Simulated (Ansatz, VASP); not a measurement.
**BAs: VASP beside Ansatz**

File INCAR:

```
SYSTEM = BAs
PREC     = Accurate       ! precision mode
ENCUT    = 500            ! plane-wave cutoff, eV
EDIFF    = 1E-6           ! SCF threshold, eV
ISMEAR   = 0              ! smearing method
SIGMA    = 0.1            ! smearing width, eV
LREAL    = .False.        ! projectors in reciprocal space
LASPH    = .True.         ! aspherical terms in the spheres
NELM     = 120            ! most SCF steps
ALGO     = Normal         ! electronic algorithm
ISIF     = 2              ! what is computed and relaxed
LWAVE    = .False.        ! write WAVECAR
LCHARG   = .True.         ! write CHGCAR
LELF     = .True.         ! ELF
LVHAR    = .True.       
NBANDS   = 11             ! bands
GGA_COMPAT= .False.
```

Contents of KPOINTS:

```
Automatic mesh
0
Gamma
  6 6 6
  0 0 0
```

The input POSCAR:

```
BAs
1.0
    0.0000000000      2.3850000000      2.3850000000
    2.3850000000      0.0000000000      2.3850000000
    2.3850000000      2.3850000000      0.0000000000
B As
1 1
Direct
    0.0000000000      0.0000000000      0.0000000000
    0.2500000000      0.2500000000      0.2500000000
```

Input for Ansatz:

```yaml
crystal:
  lattice:
    - [0.0, 2.385, 2.385]
    - [2.385, 0.0, 2.385]
    - [2.385, 2.385, 0.0]
  atoms:
    - { symbol: B, position: [0.0, 0.0, 0.0] }
    - { symbol: As, position: [0.25, 0.25, 0.25] }
basis:
  ecutwfc: 420
kpoints:
  mp_grid: { grid: [6, 6, 6] }
hamiltonian:
  xc: lda
  pseudopotentials: { kind: paw, azcp: { folder: soft_1 } }
scf:
  occupations: { method: gaussian, width: 0.1 }
output:
  forces: true
  stress: true
  eigenvalues: true
```

Alike in both runs: task single point; functional LDA; k mesh 6 × 6 × 6; occupations gaussian, width 0.1 eV; no spin polarisation.

|  | VASP | Ansatz |
| --- | --- | --- |
| version | VASP 6.6.1 | Ansatz 0.2.0 |
| potentials or method | VASP PAW LDA potentials, release 64 (B, As), cutoff 500 eV | scalar-relativistic, plane waves, PAW |
| valence electrons in the cell | 8 | 18 |

```tsv
	VASP	Ansatz	Ansatz less VASP
gap on the k mesh at the Fermi level (eV)	1.22	1.23	+0.008
least direct gap on the mesh (eV)	3.25	3.26	+0.003
pressure (GPa)	-2.5	-3.3	-0.90
```

Ansatz warns that its potentials were made for another functional, while VASP's fit it. LDA's correlation is that of Perdew and Zunger in VASP and of Perdew and Wang (1992) in Ansatz. VASP's potentials hold 8 valence electrons a cell and Ansatz's 18, so a difference there can come from the potentials and not from the codes.
